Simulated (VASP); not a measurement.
Here is a VASP 6.6.1 calculation.

Contents of INCAR:

```
SYSTEM = Ge
ALGO = Normal
EDIFF = 1E-6
ENCUT = 520
GGA = PS
ISIF = 2
ISMEAR = -1
LASPH = .TRUE.
LCHARG = .FALSE.
LREAL = .FALSE.
LWAVE = .FALSE.
NBANDS = 21
NELM = 60
PREC = Accurate
SIGMA = 0.05
```

Contents of KPOINTS:

```
k-points
0
G
  11 11 11
  0 0 0
```

POSCAR

```
Ge
1.0
    0.0000000000      2.8381679760      2.8381679760
    2.8381679760      0.0000000000      2.8381679760
    2.8381679760      2.8381679760      0.0000000000
Ge
2
Direct
    0.5000000000      0.5000000000      0.5000000000
    0.7500000000      0.7500000000      0.7500000000
```

Potentials or basis: VASP PAW PBE potentials, release 64 (Ge_d).

Run with:

```sh
$ cat potpaw_PBE.64/Ge_d/POTCAR > POTCAR
$ mpirun -np 1 vasp_std > vasp.out
```

**Question.** Predict the band gap on the k mesh.

**Answer.** Zero (filled and empty bands touch).

**Question.** What does it give for the pressure?

**Answer.** -0.1 GPa.

Caveat: semilocal functionals underestimate gaps, so a narrow gap can read as zero; the PAW data sets were made with another functional, which shifts forces and pressure a little.
